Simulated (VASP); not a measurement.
A run of VASP 6.6.1 is set up as follows.

INCAR

```
PREC     = Accurate       # precision mode
ENCUT    = 700            # plane-wave cutoff, eV
EDIFF    = 1E-6           # SCF threshold, eV
ISMEAR   = 0              # smearing method
SIGMA    = 0.15           # smearing width, eV
LREAL    = False          # projectors in reciprocal space
LASPH    = True           # aspherical terms in the spheres
NELM     = 120            # most SCF steps
ALGO     = Normal         # electronic algorithm
ISIF     = 2              # what is computed and relaxed
LWAVE    = False          # write WAVECAR
LCHARG   = True           # write CHGCAR
GGA      = PS             # functional
LELF     = True           # ELF
LVHAR    = True         
NBANDS   = 16             # bands
GGA_COMPAT= False
```

File KPOINTS:

```
Automatic mesh
0
Gamma
  18 18 18
```

POSCAR

```
TaN
1.0
    0.0000000000      2.1790000000      2.1790000000
    2.1136300000      0.0000000000      2.1790000000
    2.1136300000      2.1790000000      0.0000000000
Ta N
1 1
Direct
    0.5000000000      0.5000000000      0.5000000000
    0.0000000000      0.0000000000      0.0000000000
```

Potentials or basis: VASP PAW PBE potentials, release 64 (Ta_sv_GW, N).

Run with:

```bash
$ cat potpaw_PBE.64/Ta_sv_GW/POTCAR potpaw_PBE.64/N/POTCAR > POTCAR
$ mpirun -np 1 vasp_std > vasp.out
```

Problem. Predict the pressure.

Solution. 17.7 GPa.

Problem. What does it give for the band gap on the k mesh?

Solution. Zero (bands 9 and 10 overlap by 4.36 eV).

Stress tensor (GPa, compression positive):
```
34.55  0.00  0.00
 0.00  9.34  0.00
 0.00  0.00  9.34
```

Caveat: the cell differs from its parent crystal (strain -0.0300 x Voigt [1, 0, 0, 0, 0, 0]); the stress differs along the axes, from 9 to 35 GPa; the PAW data sets were made with another functional, which shifts forces and pressure a little; spin-orbit coupling is left out, which moves the levels of the heavy elements.
